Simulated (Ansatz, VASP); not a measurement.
**PtSe2: VASP beside Ansatz**

The input POSCAR:

```
PtSe2
1.0
    3.5971505249      0.0000000000      0.0000000000
   -1.7985752624      3.1152237358      0.0000000000
    0.0000000000      0.0000000000     11.2512593122
Pt Se
2 4
Direct
    0.3333333333      0.6666666667      0.2500000000
    0.6666666667      0.3333333333      0.7500000000
    0.6666666667      0.3333333333      0.3819638021
    0.6666666667      0.3333333333      0.1180361979
    0.3333333333      0.6666666667      0.8819638021
    0.3333333333      0.6666666667      0.6180361979
```

File INCAR.step1:

```
SYSTEM = PtSe2
PREC = Accurate
ENCUT = 520
ISMEAR = -1
SIGMA = 0.03
LREAL = .FALSE.
LASPH = .TRUE.
NELM = 100
NBANDS = 31
GGA = PE
ALGO = Normal
EDIFF = 1E-4
LWAVE = .TRUE.
LCHARG = .FALSE.
```

File INCAR.step2:

```
SYSTEM = PtSe2
PREC = Accurate
ENCUT = 520
EDIFF = 1E-6
ISMEAR = -1
SIGMA = 0.03
LREAL = .FALSE.
LASPH = .TRUE.
NELM = 100
ALGO = Normal
ISIF = 2
LWAVE = .FALSE.
LCHARG = .TRUE.
METAGGA = R2SCAN
LMIXTAU = .TRUE.
LUSE_VDW = .TRUE.
IVDW_NL = 2
BPARAM = 11.95
CPARAM = 0.0093
LELF = .TRUE.
LVHAR = .TRUE.
NBANDS = 31
ISTART = 1
```

KPOINTS

```
regular mesh
0
G
  12 12 4
  0 0 0
```

Input for Ansatz:

```yaml
crystal:
  lattice:
    - [3.5971505249, 0.0, 0.0]
    - [-1.7985752624, 3.1152237358, 0.0]
    - [0.0, 0.0, 11.2512593122]
  atoms:
    - { symbol: Pt, position: [0.3333333333, 0.6666666667, 0.25] }
    - { symbol: Pt, position: [0.6666666667, 0.3333333333, 0.75] }
    - { symbol: Se, position: [0.6666666667, 0.3333333333, 0.3819638021] }
    - { symbol: Se, position: [0.6666666667, 0.3333333333, 0.1180361979] }
    - { symbol: Se, position: [0.3333333333, 0.6666666667, 0.8819638021] }
    - { symbol: Se, position: [0.3333333333, 0.6666666667, 0.6180361979] }
kpoints:
  mp_grid: { grid: [12, 12, 4] }
  band_path:
    path:
      - [0.0, 0.0, 0.0]
      - [0.5, 0.0, 0.0]
      - [0.3333333333, 0.3333333333, 0.0]
      - [0.0, 0.0, 0.5]
      - [0.5, 0.0, 0.5]
      - [0.3333333333, 0.3333333333, 0.5]
    npoints: 1
hamiltonian:
  xc: r2scan
  dispersion: rvv10
scf:
  occupations: { method: fermi_dirac, width: 0.03 }
  n_extra_bands: 5
output:
  forces: true
  stress: true
  eigenvalues: true
```

Alike in both runs: task single point; functional r2SCAN; dispersion rVV10; k mesh 12 × 12 × 4; occupations fermi-dirac, width 0.03 eV; no spin polarisation.

|  | VASP | Ansatz |
| --- | --- | --- |
| version | VASP 6.6.1 | Ansatz 0.2.0 |
| potentials or method | VASP PAW PBE potentials, release 64 (Pt, Se) | plane waves, PAW |
| plane-wave cutoff (eV) | 520 | 500 |
| valence electrons in the cell | 44 | 100 |

```csv
,VASP,Ansatz,Ansatz less VASP
pressure (GPa),0.4,0.0,-0.42
"traceless stress, the component that is largest in VASP (GPa)",0.12,0.17,+0.052
rms of the force components (eV/Å),0.029,0.015,-0.0143
```

VASP's potentials were made for PBE, not for r2SCAN. Atom by atom the forces differ by 0.014 eV/Å (rms over components). VASP's potentials hold 44 valence electrons a cell and Ansatz's 100, so a difference there can come from the potentials and not from the codes.

Spin-orbit coupling is off throughout.
